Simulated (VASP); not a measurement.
## Al: single point with revPBE

The system is Al.

```
Al
1.0
    -1.66844    1.66844    1.66844
     1.66844   -1.66844    1.66844
     1.66844    1.66844   -1.66844
Al
1
Direct
  0.00000 0.00000 0.00000
```

This cell differs from its parent crystal: volume scaled by 1.08.

| Quantity | Value |
| --- | --- |
| Program | VASP 6.6.1 |
| Task | single point |
| Functional | revPBE |
| Potentials or basis | VASP PAW PBE potentials, release 64 (Al) |
| Cutoff | 520 eV |
| k mesh | 15 × 15 × 15 |
| Occupations | fermi-dirac, width 0.1 eV |
| Spin | no spin polarisation |

* Pressure: -4.5 GPa

Levels at points of the mesh, in eV from the Fermi level:
```
           k point  band 1  band 2  band 3  band 4
(0.00, 0.00, 0.00)  -10.31   12.58   12.58   12.58
```

Run time: 8 s on 1 thread of Intel(R) Xeon(R) Platinum 8259CL CPU @ 2.50GHz (Skylake/Cascade Lake), with other jobs on the host, peak memory 0.14 GiB.

Caveat: the PAW data sets were made with another functional, which shifts forces and pressure a little.
